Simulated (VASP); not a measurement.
# Al (Fm-3m) in VASP: a series of runs

Runs on Al. Level: PBEsol. Tasks: single point, relaxation of cell and atoms.

All numbers are computed with VASP 6.6.1; they aren't measurements. Logs are shortened: lines on timing, memory, paths and dates and some standing lists are left out, and cuts for length are marked.

**1. The cell of the first run**

The structure is cubic, space group Fm-3m (No. 225). Conventional cell: a = 4.015 Å, b = 4.015 Å, c = 4.015 Å, α = 90.00°, β = 90.00°, γ = 90.00°. Al (site symmetry m-3m) has 12 Al at 2.84 Å within 3.7 Å.

**2. Single point, PBEsol**

INCAR

```
SYSTEM = Al
PREC     = Accurate       ! precision mode
ENCUT    = 520            ! plane-wave cutoff, eV
EDIFF    = 1E-6           ! SCF threshold, eV
ISMEAR   = 1              ! smearing method
SIGMA    = 0.1            ! smearing width, eV
LREAL    = .FALSE.        ! projectors in reciprocal space
LASPH    = .TRUE.         ! aspherical terms in the spheres
NELM     = 60             ! most SCF steps
ALGO     = Normal         ! electronic algorithm
ISIF     = 2              ! what is computed and relaxed
LWAVE    = .FALSE.        ! write WAVECAR
LCHARG   = .FALSE.        ! write CHGCAR
GGA      = PS             ! functional
NBANDS   = 8              ! bands
```

KPOINTS

```
Automatic mesh
0
G
  20 20 20
  0 0 0
```

POSCAR

```
Al
1.0
    0.0000000000      2.0073722414      2.0073722414
    2.0073722414      0.0000000000      2.0073722414
    2.0073722414      2.0073722414      0.0000000000
Al
1
Direct
    0.0000000000      0.0000000000      0.0000000000
```

Potentials or basis: VASP PAW PBE potentials, release 64 (Al).

Launch:

```bash
$ cat potpaw_PBE.64/Al/POTCAR > POTCAR
$ mpirun -np 1 vasp_std > vasp.out
```

OUTCAR:

```text
SYSTEM = Al
   PREC = Accurate
   ENCUT = 520
   EDIFF = 1E-6
   ISMEAR = 1
   LREAL = .FALSE.
   LASPH = .TRUE.
   NELM = 60
   ISIF = 2
   GGA = PS

 ion  position               nearest neighbor table
   1  0.000  0.000  0.000-

  LATTYP: Found a face centered cubic cell.
 ALAT       =     4.0147444828

  Lattice vectors:

 A1 = (   0.0000000000,   2.0073722414,   2.0073722414)
 A2 = (   2.0073722414,   0.0000000000,   2.0073722414)
 A3 = (   2.0073722414,   2.0073722414,   0.0000000000)

Analysis of symmetry for initial positions (statically):
=====================================================================
 Subroutine PRICEL returns:
 Original cell was already a primitive cell.

 Routine SETGRP: Setting up the symmetry group for a
 face centered cubic supercell.

 Subroutine GETGRP returns: Found 48 space group operations
 (whereof 48 operations were pure point group operations)
 out of a pool of 48 trial point group operations.

The static configuration has the point symmetry O_h .

Analysis of symmetry for dynamics (positions and initial velocities):
=====================================================================
 Subroutine PRICEL returns:
 Original cell was already a primitive cell.

 Routine SETGRP: Setting up the symmetry group for a
 face centered cubic supercell.

 Subroutine GETGRP returns: Found 48 space group operations
 (whereof 48 operations were pure point group operations)
 out of a pool of 48 trial point group operations.

The dynamic configuration has the point symmetry O_h .

 Subroutine INISYM returns: Found 48 space group operations
 (whereof 48 operations are pure point group operations),
 and found     1 'primitive' translations

----------------------------------------------------------------------------------------

                                     Primitive cell

  volume of cell :      16.1776

  direct lattice vectors                    reciprocal lattice vectors
     0.000000000  2.007372241  2.007372241    -0.249081854  0.249081854  0.249081854
     2.007372241  0.000000000  2.007372241     0.249081854 -0.249081854  0.249081854
     2.007372241  2.007372241  0.000000000     0.249081854  0.249081854 -0.249081854

  length of vectors
     2.838853049  2.838853049  2.838853049     0.431422427  0.431422427  0.431422427

  position of ions in fractional coordinates (direct lattice)
     0.000000000  0.000000000  0.000000000

  ion indices of the primitive-cell ions
   primitive index   ion index
                 1           1
[... 70 lines left out ...]
   ENCUT  =  520.0 eV  38.22 Ry    6.18 a.u.   5.28  5.28  5.28*2*pi/ulx,y,z
   NELM   =     60;   NELMIN=  2; NELMDL= -5     # of ELM steps
   EDIFF  = 0.1E-05   stopping-criterion for ELM
   LREAL  =      F    real-space projection
   EDIFFG = 0.1E-04   stopping-criterion for IOM
   NSW    =      0    number of steps for IOM
   IBRION =     -1    ionic relax: 0-MD 1-quasi-New 2-CG
   NFREE  =      0    steps in history (QN), initial steepest desc. (CG)
   ISIF   =      2    stress and relaxation
   ISYM   =      2    0-nonsym 1-usesym 2-fastsym
   POTIM  = 0.5000    time-step for ionic-motion
   TEBEG  =    0.0;   TEEND  =   0.0 temperature during run
   PSTRESS=    0.0 pullay stress
   NELECT =       3.0000    total number of electrons
   NUPDOWN=      -1.0000    fix difference up-down
   EMIN   =  10.00;   EMAX   =-10.00  energy-range for DOS
   EFERMI =   0.00;   METHOD = LEGACY
   ISMEAR =     1;   SIGMA  =   0.10  broadening in eV -4-tet -1-fermi 0-gaus
   EFERMI_NEDOS =   21; number of points for ismear=-14 and -15
   IALGO  =     38    algorithm
   IMIX   =      4    mixing-type and parameters
     AMIX     =   0.40;   BMIX     =  1.00
     AMIX_MAG =   1.60;   BMIX_MAG =  1.00
  volume/ion in A,a.u.               =      16.18       109.17
  Fermi-wavevector in a.u.,A,eV,Ry     =   0.933564  1.764180 11.858040  0.871541
  Thomas-Fermi vector in A             =   2.060278
   LORBIT       =      0    0 simple, 1 ext, 2 COOP (PROOUT), +10 PAW based schemes
   GGA     = PS    functional components
   LHFCALC =     F    Hartree Fock is set to
   AEXX    =    0.0000 exact exchange contribution
   IVDW    =     0    specifies the selected vdW correction
   LEPSILON=     F    determine dielectric tensor
   LRPA    =     F    only Hartree local field effects (RPA)
 non-spin polarized calculation
 Methfessel and Paxton  Order N= 1 SIGMA  =   0.10
  energy-cutoff  :      520.00
  volume of cell :       16.18
 maximum number of plane-waves:       448
 NGX is ok and might be reduce to    24
   NGX = 11   NGY = 11   NGZ = 11

 number of electron       3.0000000 magnetization

 Free energy of the ion-electron system (eV)
  ---------------------------------------------------
  ext. energy  EPLUGINS =         0.00000000
  ---------------------------------------------------
  free energy    TOTEN  =        -4.09144605 eV

  energy without entropy =       -4.09123891  energy(sigma->0) =       -4.09137700

 E-fermi :   8.2209     XC(G=0): -10.3293

 val. band max:        8.2145572144   @ k =  -0.3500   0.3500   0.0000
 cond. band min:       8.2239024873   @ k =  -0.4500   0.4000   0.0500
 fundamental gap:      0.0093452729
 Fermi energy:         8.2209298352

 k-point     1 :       0.0000    0.0000    0.0000
  band No.  band energies     occupation
      1      -3.1103      2.00000
      2      20.8604      0.00000
      3      20.8604      0.00000
      4      20.8604      0.00000
      5      22.5024      0.00000
      6      22.5024      0.00000
      7      22.5024      0.00000
      8      24.7838      0.00000
[... 243 lines left out ...]
 k-point    24 :      -0.3500    0.0500    0.0000
  band No.  band energies     occupation
      1       0.6038      2.00000
      2       7.6035      2.00000
      3      17.5855      0.00000
      4      20.1691      0.00000
      5      20.2010      0.00000
      6      21.5815      0.00000
      7      23.2741      0.00000
      8      25.8763      0.00000

 [... further k-points ...]
[... 5 lines left out ...]
  --------------------------------------------------------------------------------------
  -------------------------------------------------------------------------------------
  Total        0.0028043      0.0028043      0.0028043      0.0000000     -0.0000000      0.0000000
  in kB        0.2777253      0.2777253      0.2777253      0.0000000     -0.0000000      0.0000000
  external PRESSURE =       0.2777253 kB  Pullay stress =       0.0000000 kB

 VOLUME and BASIS-vectors are now :
 -----------------------------------------------------------------------------
  energy-cutoff  :      520.00
  volume of cell :       16.18
      direct lattice vectors                 reciprocal lattice vectors
     0.000000000  2.007372241  2.007372241    -0.249081854  0.249081854  0.249081854
     2.007372241  0.000000000  2.007372241     0.249081854 -0.249081854  0.249081854
     2.007372241  2.007372241  0.000000000     0.249081854  0.249081854 -0.249081854

 POSITION                                       TOTAL-FORCE (eV/Angst)
 -----------------------------------------------------------------------------------
      0.00000      0.00000      0.00000        -0.000000      0.000000     -0.000000
 -----------------------------------------------------------------------------------
    total drift:                               -0.000000      0.000000     -0.000000

  FREE ENERGIE OF THE ION-ELECTRON SYSTEM (eV)
  ---------------------------------------------------
  free  energy   TOTEN  =        -4.0914460499 eV

  energy  without entropy=       -4.0912389111  energy(sigma->0) =       -4.09137700
```

Wall time 16 s (1 thread of AMD EPYC 9R45 (Zen 5), shared host); peak memory 0.12 GiB.

What came out:

```yaml
Free_energy: -4.0914 eV
Pressure: 0.0 GPa
```

Caveat: the PAW data sets were made with another functional, which shifts forces and pressure a little.

**3. Relaxation of cell and atoms, PBEsol**

This run uses another cell than the first one, of 16.60 Å³/atom, 1.026 times its volume.

INCAR

```
ALGO = Fast
EDIFF = 1E-7
EDIFFG = -0.01
ENCUT = 600
GGA = PS
IBRION = 2
ISIF = 3
ISMEAR = 1
LASPH = True
LCHARG = False
LREAL = False
LWAVE = False
NELM = 80
NSW = 80
PREC = Accurate
SIGMA = 0.1
```

KPOINTS

```
k-points
0
Gamma
  20 20 20
```

POSCAR

```
Al
1.0
    0.0000000000      2.0248050000      2.0248050000
    2.0248050000      0.0000000000      2.0248050000
    2.0248050000      2.0248050000      0.0000000000
Al
1
Direct
    0.0000000000      0.0000000000      0.0000000000
```

Potentials or basis: VASP PAW PBE potentials, release 64 (Al).

Launch:

```bash
$ cat potpaw_PBE.64/Al/POTCAR > POTCAR
$ mpirun -np 1 vasp_std > vasp.out
```

Run time: 27 s. Hardware: 1 thread of AMD EPYC 9R45 (Zen 5), shared host; peak memory 0.13 GiB.

It converged, with:

| Item | Value |
| --- | --- |
| Free energy | -4.0915 eV |
| Relaxed volume | 16.18 Å³/atom |
| Relaxed cell | a = 2.839 Å, b = 2.839 Å, c = 2.839 Å, α = 60.00°, β = 60.00°, γ = 60.00° |
| Space group after relaxing (to 0.05 Å) | Fm-3m (No. 225) |
| Energy gained by relaxing | 2.6 meV/atom |
| Ionic steps | 3 |
| Pressure after relaxing | 0.0 GPa |

The path:
| step | energy change (eV) | largest force (eV/Å) | pressure (GPa) | volume (Å³) |
| --- | --- | --- | --- | --- |
| 1 | 0.0000 | 0.0000 | -1.96 | 16.60 |
| 2 | -0.0026 | 0.0000 | 0.33 | 16.12 |
| 3 | -0.0026 | 0.0000 | 0.00 | 16.18 |

Final structure:
```
Al
1.0
     0.00000    2.00760    2.00760
     2.00760    0.00000    2.00760
     2.00760    2.00760    0.00000
Al
1
Direct
  0.00000 0.00000 0.00000
```

Levels at points of the mesh, in eV from the Fermi level:
| k point | band 1 | band 2 | band 3 | band 4 | band 5 |
| --- | --- | --- | --- | --- | --- |
| (0.00, 0.00, 0.00) | -11.33 | 12.64 | 12.64 | 12.64 | 14.28 |
| (0.50, 0.00, 0.00) | -4.74 | -4.47 | 11.46 | 11.46 | 11.54 |
| (0.50, 0.50, 0.00) | -3.03 | -1.68 | 5.19 | 5.61 | 5.61 |

Caveat: the PAW data sets were made with another functional, which shifts forces and pressure a little.
